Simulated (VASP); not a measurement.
# Mg5O6: single point with PBE

Mg5O6, a slab with vacuum:

```
CELL_PARAMETERS angstrom
3.00792 0.00000 0.00000
-1.50396 2.60494 0.00000
0.00000 0.00000 27.27980
ATOMIC_POSITIONS crystal
O 0.33333 0.66667 0.27493
O 0.00000 0.00000 0.36496
O 0.66667 0.33333 0.45499
O 0.33333 0.66667 0.54501
O 0.00000 0.00000 0.63504
O 0.66667 0.33333 0.72507
Mg 0.66667 0.33333 0.31994
Mg 0.33333 0.66667 0.40997
Mg 0.00000 0.00000 0.50000
Mg 0.66667 0.33333 0.59003
Mg 0.33333 0.66667 0.68006
```

```yaml
Program: VASP 6.6.1
Task: single point
Functional: PBE
Potentials_or_basis: VASP PAW PBE potentials, release 64 (O, Mg)
Cutoff: 520 eV
k_mesh: 9 × 9 × 1
Occupations: methfessel-paxton, width 0.2 eV
Spin: no spin polarisation
```

| Property | Result |
| --- | --- |
| Largest force | 1.149 eV/Å |
| Band gap on the k mesh | zero (band 23 reaches -3.15 eV, above the bottom of band 24 at -3.67 eV) |

Forces on the atoms (eV/Å):
```
O    0.000  0.000  0.929
O    0.000  0.000  0.307
O    0.000  0.000  0.041
O    0.000  0.000 -0.041
O    0.000  0.000 -0.307
O    0.000  0.000 -0.929
Mg   0.000  0.000 -1.149
Mg   0.000  0.000 -0.095
Mg   0.000  0.000  0.000
Mg   0.000  0.000  0.095
Mg   0.000  0.000  1.149
```

Levels at points of the mesh, in eV from the Fermi level:
| k point | band 22 | band 23 | band 24 | band 25 | band 26 | band 27 |
| --- | --- | --- | --- | --- | --- | --- |
| (0.00, 0.00, 0.00) | 0.40 | 0.40 | 0.40 | 4.44 | 5.49 | 6.49 |

Wall time 110 s on 1 thread of Intel(R) Xeon(R) Platinum 8488C (Sapphire Rapids), on a shared host, peak memory 0.36 GiB.
